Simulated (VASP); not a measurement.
Here is a VASP 6.6.1 calculation.

Contents of INCAR:

```
SYSTEM = MgSnSb2
PREC = Accurate
ENCUT = 520
EDIFF = 1E-6
ISMEAR = -1
SIGMA = 0.02
LREAL = .FALSE.
LASPH = .TRUE.
NELM = 60
ALGO = Normal
ISIF = 2
LWAVE = .FALSE.
LCHARG = .FALSE.
GGA = PE
NBANDS = 21
```

Contents of KPOINTS:

```
Automatic mesh
0
G
  6 6 4
  0 0 0
```

The input POSCAR:

```
MgSnSb2
1.0
    4.6604181293      0.0000000000      0.0000000000
    0.0000000000      4.6604181293      0.0000000000
    0.0000000000      0.0000000000      6.5849641905
Mg Sb Sn
1 2 1
Direct
    0.0000000000      0.0000000000      0.0000000000
    0.0000000000      0.5000000000      0.2409839050
    0.5000000000      0.0000000000      0.7590160950
    0.5000000000      0.5000000000      0.5000000000
```

Potentials or basis: VASP PAW PBE potentials, release 64 (Mg, Sb, Sn_d).

The run is started by

```sh
$ cat potpaw_PBE.64/Mg/POTCAR potpaw_PBE.64/Sb/POTCAR potpaw_PBE.64/Sn_d/POTCAR > POTCAR
$ mpirun -np 1 vasp_std > vasp.out
```

(1) What does it give for the pressure?

(2) Predict the largest force.

Results:

(1) 0.0 GPa.

(2) 0.006 eV/Å.
